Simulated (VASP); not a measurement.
# Bi (Pm-3m) in VASP: a series of runs, part 2 of 2

VASP 6.6.1.

## (3) Single point, PBEsol

This run uses another cell than the first one, of 33.50 Å³/atom, 1.111 times its volume.

File INCAR:

```
SYSTEM = Bi
PREC = Accurate ; ENCUT = 520
EDIFF = 1E-7 ; ISMEAR = -1
SIGMA = 0.05 ; LREAL = .FALSE.
LASPH = .TRUE. ; NELM = 80
ALGO = Normal ; ISIF = 2
LWAVE = .FALSE. ; LCHARG = .TRUE.
GGA = PS ; LELF = .TRUE.
LVHAR = .TRUE. ; NBANDS = 14
```

File KPOINTS:

```
Automatic mesh
0
G
  12 12 12
  0 0 0
```

File POSCAR:

```
Bi
1.0
    3.2237462204      0.0000000000      0.0000000000
    0.0000000000      3.2237462204      0.0000000000
    0.0000000000      0.0000000000      3.2237462204
Bi
1
Direct
    0.0000000000      0.0000000000      0.0000000000
```

Potentials or basis: VASP PAW PBE potentials, release 64 (Bi_d).

On the command line:

```console
cat potpaw_PBE.64/Bi_d/POTCAR > POTCAR
mpirun -np 1 vasp_std > vasp.out
```

OUTCAR:

```text
SYSTEM = Bi
   PREC = Accurate
   ENCUT = 520
   EDIFF = 1E-7
   ISMEAR = -1
   LREAL = .FALSE.
   LASPH = .TRUE.
   NELM = 80
   ISIF = 2
   GGA = PS

 ion  position               nearest neighbor table
   1  0.000  0.000  0.000-

  LATTYP: Found a simple cubic cell.
 ALAT       =     3.2237462204

  Lattice vectors:

 A1 = (   3.2237462204,   0.0000000000,   0.0000000000)
 A2 = (   0.0000000000,   3.2237462204,   0.0000000000)
 A3 = (   0.0000000000,   0.0000000000,   3.2237462204)

Analysis of symmetry for initial positions (statically):
=====================================================================
 Subroutine PRICEL returns:
 Original cell was already a primitive cell.

 Routine SETGRP: Setting up the symmetry group for a
 simple cubic supercell.

 Subroutine GETGRP returns: Found 48 space group operations
 (whereof 48 operations were pure point group operations)
 out of a pool of 48 trial point group operations.

The static configuration has the point symmetry O_h .

Analysis of symmetry for dynamics (positions and initial velocities):
=====================================================================
 Subroutine PRICEL returns:
 Original cell was already a primitive cell.

 Routine SETGRP: Setting up the symmetry group for a
 simple cubic supercell.

 Subroutine GETGRP returns: Found 48 space group operations
 (whereof 48 operations were pure point group operations)
 out of a pool of 48 trial point group operations.

The dynamic configuration has the point symmetry O_h .

 Subroutine INISYM returns: Found 48 space group operations
 (whereof 48 operations are pure point group operations),
 and found     1 'primitive' translations

----------------------------------------------------------------------------------------

                                     Primitive cell

  volume of cell :      33.5029

  direct lattice vectors                    reciprocal lattice vectors
     3.223746220  0.000000000  0.000000000     0.310198115  0.000000000  0.000000000
     0.000000000  3.223746220  0.000000000     0.000000000  0.310198115  0.000000000
     0.000000000  0.000000000  3.223746220     0.000000000  0.000000000  0.310198115

  length of vectors
     3.223746220  3.223746220  3.223746220     0.310198115  0.310198115  0.310198115

  position of ions in fractional coordinates (direct lattice)
     0.000000000  0.000000000  0.000000000

  ion indices of the primitive-cell ions
   primitive index   ion index
                 1           1

----------------------------------------------------------------------------------------

 KPOINTS: Automatic mesh

Automatic generation of k-mesh.
 Grid dimensions read from file:
 generate k-points for:   12   12   12

 Generating k-lattice:

  Cartesian coordinates                     Fractional coordinates (reciprocal lattice)
     0.025849843  0.000000000  0.000000000     0.083333333  0.000000000  0.000000000
     0.000000000  0.025849843  0.000000000     0.000000000  0.083333333  0.000000000
     0.000000000  0.000000000  0.025849843     0.000000000  0.000000000  0.083333333

  Length of vectors
     0.025849843  0.025849843  0.025849843

  Shift w.r.t. Gamma in fractional coordinates (k-lattice)
     0.000000000  0.000000000  0.000000000

 Subroutine IBZKPT returns following result:
 ===========================================

 Found     84 irreducible k-points:

 Following reciprocal coordinates:
            Coordinates               Weight
  0.000000  0.000000  0.000000      1.000000
  0.083333  0.000000  0.000000      6.000000
  0.166667  0.000000  0.000000      6.000000
  0.250000  0.000000  0.000000      6.000000
  0.333333  0.000000  0.000000      6.000000
  0.416667  0.000000  0.000000      6.000000
[... 16 lines left out ...]
  0.333333  0.333333  0.000000     12.000000
  0.416667  0.333333  0.000000     24.000000
 [... further k-points ...]
   k-points           NKPTS =     84   k-points in BZ     NKDIM =     84   number of bands    NBANDS=     14
   number of dos      NEDOS =    301   number of ions     NIONS =      1
   total plane-waves  NPLWV =  13824
   dimension x,y,z NGX =    24 NGY =   24 NGZ =   24
   dimension x,y,z NGXF=    48 NGYF=   48 NGZF=   48
   ions per type =               1
   NGX,Y,Z   is equivalent  to a cutoff of  12.38, 12.38, 12.38 a.u.
   NGXF,Y,Z  is equivalent  to a cutoff of  24.75, 24.75, 24.75 a.u.
 SYSTEM =  Bi
   PREC   = accura    normal or accurate (medium, high low for compatibility)
   ISTART =      0    job   : 0-new  1-cont  2-samecut
   ICHARG =      2    charge: 1-file 2-atom 10-const
   ISPIN  =      1    spin polarized calculation?
   LNONCOLLINEAR =      F non collinear calculations
   LSORBIT =      F    spin-orbit coupling
   LASPH  =      T    aspherical Exc in radial PAW
   ENCUT  =  520.0 eV  38.22 Ry    6.18 a.u.   5.99  5.99  5.99*2*pi/ulx,y,z
   NELM   =     80;   NELMIN=  2; NELMDL= -5     # of ELM steps
   EDIFF  = 0.1E-06   stopping-criterion for ELM
   LREAL  =      F    real-space projection
   EDIFFG = 0.1E-05   stopping-criterion for IOM
   NSW    =      0    number of steps for IOM
   IBRION =     -1    ionic relax: 0-MD 1-quasi-New 2-CG
   NFREE  =      0    steps in history (QN), initial steepest desc. (CG)
   ISIF   =      2    stress and relaxation
   ISYM   =      2    0-nonsym 1-usesym 2-fastsym
   POTIM  = 0.5000    time-step for ionic-motion
   TEBEG  =    0.0;   TEEND  =   0.0 temperature during run
   PSTRESS=    0.0 pullay stress
   NELECT =      15.0000    total number of electrons
   NUPDOWN=      -1.0000    fix difference up-down
   EMIN   =  10.00;   EMAX   =-10.00  energy-range for DOS
   EFERMI =   0.00;   METHOD = LEGACY
   ISMEAR =    -1;   SIGMA  =   0.05  broadening in eV -4-tet -1-fermi 0-gaus
   EFERMI_NEDOS =   21; number of points for ismear=-14 and -15
   IALGO  =     38    algorithm
   IMIX   =      4    mixing-type and parameters
     AMIX     =   0.40;   BMIX     =  1.00
     AMIX_MAG =   1.60;   BMIX_MAG =  1.00
  volume/ion in A,a.u.               =      33.50       226.09
  Fermi-wavevector in a.u.,A,eV,Ry     =   1.252404  2.366700 21.340949  1.568515
  Thomas-Fermi vector in A             =   2.386306
   LORBIT       =      0    0 simple, 1 ext, 2 COOP (PROOUT), +10 PAW based schemes
   GGA     = PS    functional components
   LHFCALC =     F    Hartree Fock is set to
   AEXX    =    0.0000 exact exchange contribution
   IVDW    =     0    specifies the selected vdW correction
   LEPSILON=     F    determine dielectric tensor
   LRPA    =     F    only Hartree local field effects (RPA)
 non-spin polarized calculation
  energy-cutoff  :      520.00
  volume of cell :       33.50
 maximum number of plane-waves:       922
 NGX is ok and might be reduce to    24
   NGX = 11   NGY = 11   NGZ = 11

 number of electron      15.0000008 magnetization

 Free energy of the ion-electron system (eV)
  ---------------------------------------------------
  ext. energy  EPLUGINS =         0.00000000
  ---------------------------------------------------
  free energy    TOTEN  =        -4.26952582 eV

  energy without entropy =       -4.26413887  energy(sigma->0) =       -4.26683234

 E-fermi :   6.7689     XC(G=0):  -9.9617

 val. band max:        6.7664685796   @ k =   0.4167   0.2500   0.0833
 cond. band min:       6.7716057499   @ k =   0.1667   0.0000   0.0000
 fundamental gap:      0.0051371703
 Fermi energy:         6.7688786838

 k-point     1 :       0.0000    0.0000    0.0000
  band No.  band energies     occupation
      1     -16.1987      2.00000
      2     -16.1987      2.00000
      3     -15.8454      2.00000
      4     -15.8454      2.00000
      5     -15.8454      2.00000
      6      -6.5784      2.00000
      7       9.9240      0.00000
      8       9.9240      0.00000
      9       9.9240      0.00000
     10      13.0912      0.00000
     11      14.6191      0.00000
     12      14.6191      0.00000
     13      23.7623      0.00000
     14      23.7623      0.00000
[... 375 lines left out ...]
 k-point    24 :       0.4167    0.3333    0.0000
  band No.  band energies     occupation
      1     -16.0682      2.00000
      2     -16.0184      2.00000
      3     -15.9233      2.00000
      4     -15.9054      2.00000
      5     -15.7973      2.00000
      6      -3.5529      2.00000
      7       3.3244      2.00000
      8       4.9861      2.00000
      9      11.0753      0.00000
     10      13.1017      0.00000
     11      17.1987      0.00000
     12      18.8754      0.00000
     13      20.3512      0.00000
     14      21.5493      0.00000

 [... further k-points ...]
[... 5 lines left out ...]
  --------------------------------------------------------------------------------------
  -------------------------------------------------------------------------------------
  Total       -0.0221543     -0.0221543     -0.0221543     -0.0000000     -0.0000000     -0.0000000
  in kB       -1.0594659     -1.0594659     -1.0594659     -0.0000000     -0.0000000     -0.0000000
  external PRESSURE =      -1.0594659 kB  Pullay stress =       0.0000000 kB

 VOLUME and BASIS-vectors are now :
 -----------------------------------------------------------------------------
  energy-cutoff  :      520.00
  volume of cell :       33.50
      direct lattice vectors                 reciprocal lattice vectors
     3.223746220  0.000000000  0.000000000     0.310198115  0.000000000  0.000000000
     0.000000000  3.223746220  0.000000000     0.000000000  0.310198115  0.000000000
     0.000000000  0.000000000  3.223746220     0.000000000  0.000000000  0.310198115

 POSITION                                       TOTAL-FORCE (eV/Angst)
 -----------------------------------------------------------------------------------
      0.00000      0.00000      0.00000         0.000000      0.000000      0.000000
 -----------------------------------------------------------------------------------
    total drift:                                0.000000     -0.000000      0.000000

  FREE ENERGIE OF THE ION-ELECTRON SYSTEM (eV)
  ---------------------------------------------------
  free  energy   TOTEN  =        -4.2695258158 eV

  energy  without entropy=       -4.2641388709  energy(sigma->0) =       -4.26683234
```

OSZICAR:

```text
N       E                     dE             d eps       ncg     rms          rms(c)
DAV:   1     0.114244398377E+03    0.11424E+03   -0.76564E+03  2370   0.121E+03
DAV:   2     0.269359801790E+01   -0.11155E+03   -0.10797E+03  2562   0.332E+02
DAV:   3    -0.410250330189E+01   -0.67961E+01   -0.67517E+01  2940   0.807E+01
DAV:   4    -0.426812051287E+01   -0.16562E+00   -0.16556E+00  3108   0.135E+01
DAV:   5    -0.427485714985E+01   -0.67366E-02   -0.67365E-02  3378   0.246E+00    0.603E-01
DAV:   6    -0.427066039645E+01    0.41968E-02   -0.75612E-03  3284   0.122E+00    0.345E-01
DAV:   7    -0.426955356181E+01    0.11068E-02   -0.40658E-03  3114   0.964E-01    0.821E-02
DAV:   8    -0.426952845048E+01    0.25111E-04   -0.46941E-04  3130   0.321E-01    0.694E-03
DAV:   9    -0.426952634108E+01    0.21094E-05   -0.12808E-05  3242   0.481E-02    0.405E-03
DAV:  10    -0.426952565115E+01    0.68993E-06   -0.12750E-06  3264   0.114E-02    0.684E-04
DAV:  11    -0.426952580031E+01   -0.14916E-06   -0.15861E-07  2364   0.629E-03    0.395E-04
DAV:  12    -0.426952581578E+01   -0.15472E-07   -0.17060E-08  1980   0.205E-03
   1 F= -.42695258E+01 E0= -.42668323E+01  d E =-.538694E-02
```

stdout:

```text
POSCAR found type information on POSCAR Bi
 POSCAR found :  1 types and       1 ions
 scaLAPACK will be used
 -----------------------------------------------------------------------------
|                                                                             |
|                                                                             |
|     You enforced a specific xc type in the INCAR file but a different       |
|     I HOPE YOU KNOW WHAT YOU ARE DOING!                                     |
|                                                                             |
 -----------------------------------------------------------------------------

 LDA part: xc-table for (Slater+PW92), standard interpolation
 POSCAR, INCAR and KPOINTS ok, starting setup
 FFT: planning ... GRIDC
 FFT: planning ... GRID_SOFT
 FFT: planning ... GRID
 WAVECAR not read
 entering main loop
```

Run time: 8.1 s. Hardware: 1 thread of Intel Xeon 6975P-C (Granite Rapids), shared host; peak memory 0.16 GiB.

Results:

| Property | Result |
| --- | --- |
| Free energy | -4.2695 eV |
| Pressure | -0.1 GPa |

Caveat: the PAW data sets were made with another functional, which shifts forces and pressure a little; spin-orbit coupling is left out, which moves the levels of the heavy elements.
